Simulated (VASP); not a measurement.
# ReP: single point with PBEsol

Crystal: ReP.

```
Re P
1.0
     0.00000    2.45798    2.45798
     2.45798    0.00000    2.45798
     2.45798    2.45798    0.00000
Re P
1 1
Direct
  0.50000 0.50000 0.50000
  0.00000 0.00000 0.00000
```

* Program: VASP 6.6.1
* Task: single point
* Functional: PBEsol
* Potentials or basis: VASP PAW PBE potentials, release 64 (Re, P)
* Cutoff: 520 eV
* k mesh: 12 × 12 × 12
* Occupations: gaussian, width 0.05 eV
* Spin: no spin polarisation

```yaml
Pressure: -5.3 GPa
Band_gap_on_the_k_mesh: zero (bands 6 and 7 overlap by 0.79 eV)
```

Levels at points of the mesh, in eV from the Fermi level:
```csv
k point,band 2,band 3,band 4,band 5,band 6,band 7,band 8,band 9,band 10,band 11
"(0.00, 0.00, 0.00)",-2.84,-2.84,-2.84,-2.42,-2.42,-0.26,-0.26,-0.26,6.01,8.89
"(0.50, 0.00, 0.00)",-8.69,-5.56,-5.56,-0.22,-0.22,0.58,3.31,6.24,6.24,7.31
"(0.50, 0.50, 0.00)",-5.92,-4.79,-2.49,-2.49,-1.30,0.45,0.53,0.53,4.43,11.52
```

Wall time 47 s on 1 thread of Intel Xeon 8259CL, on a shared host, peak memory 0.17 GiB.

Caveat: the cell stands under tension; the PAW data sets were made with another functional, which shifts forces and pressure a little; spin-orbit coupling is left out, which moves the levels of the heavy elements.
